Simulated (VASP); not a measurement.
Wanted: the native input for a VASP 6.6.1 run.

| Item | Value |
| --- | --- |
| Task | single point |
| Functional | PBE |
| Potentials or basis | VASP PAW PBE potentials, release 64 (Fe, O) |
| Cutoff | 600 eV |
| k mesh | 6 × 6 × 6 |
| Occupations | gaussian, width 0.05 eV |
| Spin | collinear spin, ferromagnetic start |
| Starting moments | [0.95, 0.95, 0.95, 0.95, 0.0, 0.0, 0.0, 0.0, 0.0, 0.0] μB |
| Dipole correction | no |
| Further INCAR settings | ALGO = Normal; EDIFF = 1e-06; NBANDS = 49 |

The structure of Fe2O3 lies in POSCAR:

```
Fe2O3
1.0
    2.3865028664      1.3778480723      4.4345385194
   -2.3865028664      1.3778480723      4.4345385194
    0.0000000000     -2.7556961446      4.4345385194
Fe O
4 6
Direct
    0.3454541922      0.3454541922      0.3454541922
    0.1545458078      0.1545458078      0.1545458078
    0.6545458078      0.6545458078      0.6545458078
    0.8454541922      0.8454541922      0.8454541922
    0.5632180980      0.9367819020      0.2500000000
    0.2500000000      0.5632180980      0.9367819020
    0.9367819020      0.2500000000      0.5632180980
    0.4367819020      0.0632180980      0.7500000000
    0.7500000000      0.4367819020      0.0632180980
    0.0632180980      0.7500000000      0.4367819020
```

One way to write it, as run:

INCAR

```
PREC     = Accurate       # precision mode
ENCUT    = 600            # plane-wave cutoff, eV
EDIFF    = 1E-6           # SCF threshold, eV
ISMEAR   = 0              # smearing method
SIGMA    = 0.05           # smearing width, eV
LREAL    = F              # projectors in reciprocal space
LASPH    = T              # aspherical terms in the spheres
NELM     = 200            # most SCF steps
ALGO     = Normal         # electronic algorithm
ISIF     = 2              # what is computed and relaxed
LWAVE    = F              # write WAVECAR
LCHARG   = T              # write CHGCAR
ISPIN    = 2              # spin polarisation
MAGMOM   = 0.95 0.95 0.95 0.95 0 0 0 0 0 0 # initial moments
LORBIT   = 11             # projections on sites
LMAXMIX  = 4              # l up to which the mixer works
GGA      = PE             # functional
LELF     = T              # ELF
LVHAR    = T            
NBANDS   = 49             # bands
GGA_COMPAT= F
```

KPOINTS

```
Automatic mesh
0
Gamma
  6 6 6
```

Potentials or basis: VASP PAW PBE potentials, release 64 (Fe, O).

Launch:

```bash
$ cat potpaw_PBE.64/Fe/POTCAR potpaw_PBE.64/O/POTCAR > POTCAR
$ mpirun -np 1 vasp_std > vasp.out
```

Results of the run:

The pressure is 1.4 GPa. The largest force is 0.042 eV/Å, the band gap on the k mesh is zero (filled and empty bands overlap) and the net moment is 4.00 μB per cell. The site moments are Fe +0.94; O +0.03 μB and the valence electrons inside the program's atomic spheres are Fe 7.37; O 5.01.

Caveat: semilocal functionals often make such compounds metallic where correlation or magnetic order opens a gap, which also shifts bond lengths; the run started ferromagnetic, and an antiferromagnetic order may lie lower in energy.

It took 7.8 min on 1 thread of Intel(R) Xeon(R) Platinum 8259CL CPU @ 2.50GHz (Skylake/Cascade Lake), with other jobs on the host, peak memory 0.46 GiB.
